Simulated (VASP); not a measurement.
MgO2, 6 atoms in the cell. It takes space group I4/mcm (No. 140, tetragonal). Conventional cell: a = 4.019 Å, b = 4.019 Å, c = 4.761 Å, α = 90.00°, β = 90.00°, γ = 90.00°. Within 2.6 Å of Mg (site symmetry 422) lie 8 O at 1.99 Å and 2 Mg at 2.38 Å. O (site symmetry m2m) has 1 O at 1.41 Å within 1.9 Å. 

* Program: VASP 6.6.1
* Task: single point
* Functional: PBE
* Potentials or basis: VASP PAW PBE potentials, release 64 (Mg, O)
* Cutoff: 600 eV
* k mesh: 8 × 8 × 8
* Occupations: gaussian, width 0.02 eV
* Spin: no spin polarisation
* Dipole correction: no
* Further INCAR settings: ALGO = Normal; EDIFF = 1e-06; NBANDS = 23

Potentials or basis: VASP PAW PBE potentials, release 64 (Mg, O).

The run is started by

```sh
$ cat potpaw_PBE.64/Mg/POTCAR potpaw_PBE.64/O/POTCAR > POTCAR
$ mpirun -np 1 vasp_std > vasp.out
```

Hardware: 1 thread of AMD EPYC 7R13 (shared host).

Task: Estimate the wall time of this run.

Result: It took 97 s on 1 thread of AMD EPYC 7R13, on a shared host, peak memory 0.17 GiB. Counts: scf iterations 13, k points 59.
